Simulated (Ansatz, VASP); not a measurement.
## Two plane-wave programs on Ru

The input POSCAR:

```
Ru
1.0
    2.7059477279      0.0000000000      0.0000000000
   -1.3529738639      2.3434194737      0.0000000000
    0.0000000000      0.0000000000      4.2579056513
Ru
2
Direct
    0.3333333333      0.6666666667      0.2500000000
    0.6666666667      0.3333333333      0.7500000000
```

INCAR.step1

```
PREC = Accurate ; ENCUT = 520
ISMEAR = -1 ; SIGMA = 0.1
LREAL = F ; LASPH = T
NELM = 60 ; NBANDS = 21
GGA = PE ; ALGO = Normal
EDIFF = 1E-4 ; LWAVE = T
LCHARG = F
```

Contents of INCAR.step2:

```
PREC = Accurate ; ENCUT = 520
EDIFF = 1E-7 ; ISMEAR = -1
SIGMA = 0.1 ; LREAL = F
LASPH = T ; NELM = 60
ALGO = Normal ; ISIF = 2
LWAVE = F ; LCHARG = T
METAGGA = R2SCAN ; LMIXTAU = T
LELF = T ; LVHAR = T
NBANDS = 21 ; ISTART = 1
```

The input KPOINTS:

```
regular mesh
0
Gamma
  11 11 6
```

Input for Ansatz:

```yaml
crystal:
  lattice:
    - [2.7059477279, 0.0, 0.0]
    - [-1.3529738639, 2.3434194737, 0.0]
    - [0.0, 0.0, 4.2579056513]
  atoms:
    - { symbol: Ru, position: [0.3333333333, 0.6666666667, 0.25] }
    - { symbol: Ru, position: [0.6666666667, 0.3333333333, 0.75] }
hamiltonian:
  xc: r2scan
  pseudopotentials:
    kind: paw
    azcp:
      Ru: "pseudopotentials/Ru.paw.azcp"
basis:
  ecutwfc: 500
  fft_grid_basis: typed
kpoints:
  mp_grid: { grid: [11, 11, 6], shift: [0, 0, 0] }
magnetization:
  spin_polarized: false
scf:
  occupations: { method: fermi_dirac, width: 0.1 }
  lower_state_search: "off"
output:
  stress: true
```

Alike in both runs: task single point; functional r2SCAN; k mesh 11 × 11 × 6; occupations fermi-dirac, width 0.1 eV; no spin polarisation.

|  | VASP | Ansatz |
| --- | --- | --- |
| version | VASP 6.6.1 | Ansatz 0.2.0 |
| potentials or method | VASP PAW PBE potentials, release 64 (Ru_pv), cutoff 520 eV | plane waves (500 eV) with PAW, scalar-relativistic |
| valence electrons in the cell | 28 | 32 |

```tsv
	VASP	Ansatz	Ansatz less VASP
pressure (GPa)	1.6	0.1	-1.54
traceless stress, the component that is largest in VASP (GPa)	1.28	1.16	-0.118
```

VASP's potentials were made for PBE, not for r2SCAN. The functional is the same, so the differences come from potentials, cutoffs and numerics. VASP's potentials hold 28 valence electrons a cell and Ansatz's 32, so a difference there can come from the potentials and not from the codes.
